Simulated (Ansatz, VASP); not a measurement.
# Lu in VASP and in Ansatz

```
Lu
1.0
     3.50708    0.00000    0.00000
    -1.75354    3.03722    0.00000
     0.00000    0.00000    5.47729
Lu
2
Direct
  0.33333 0.66667 0.25000
  0.66667 0.33333 0.75000
```

Alike in both runs: task single point; functional PBE; k mesh 10 × 10 × 6; occupations fermi-dirac, width 0.1 eV; no spin polarisation.

|  | VASP | Ansatz |
| --- | --- | --- |
| version | VASP 6.6.1 | Ansatz 0.2.0 |
| potentials or method | VASP PAW PBE potentials, release 64 (Lu), cutoff 520 eV | plane waves (500 eV) with PAW, scalar-relativistic |
| valence electrons in the cell | 50 | 50 |

VASP gave:

* pressure (GPa): 0.3

**Question.** Which values does Ansatz return?

**Answer.** Pressure (GPa): 0.0.

Neither program's run includes spin-orbit coupling.
